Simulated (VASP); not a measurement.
Runs of VASP 6.6.1 on Pb. It takes space group Im-3m (No. 229, cubic). Conventional cell: a = 3.959 Å, b = 3.959 Å, c = 3.959 Å, α = 90.00°, β = 90.00°, γ = 90.00°. Within 4.5 Å of Pb (site symmetry m-3m) lie 14 Pb at 3.43 to 3.96 Å. This isn't the form of Pb at room conditions, which is fcc.

| k mesh | gap on the mesh (eV) | pressure (GPa) |
| --- | --- | --- |
| 10 × 10 × 10 | none | -1.6 |
| 4 × 4 × 4 | none | (a) |
| 18 × 18 × 18 | none | -1.6 |
| 6 × 6 × 6 | none | -1.9 |

Alike in all rows: task electric field gradients; level PBEsol; potentials or basis VASP PAW PBE potentials, release 64 (Pb_d); no spin polarisation; cell as given; cutoff (eV) 400; smearing fermi-dirac 0.08 eV.

Question: Estimate the missing entries.

Answer: (a) -2.8.

Caveats: some runs use coarse meshes; the PAW data sets were made with another functional, which shifts forces and pressure a little; spin-orbit coupling is left out, which moves the levels of the heavy elements.

A k mesh can miss the band edges, and the runs leave out spin-orbit coupling on Pb.

A gap of «none» marks levels without a gap at the run's occupations.
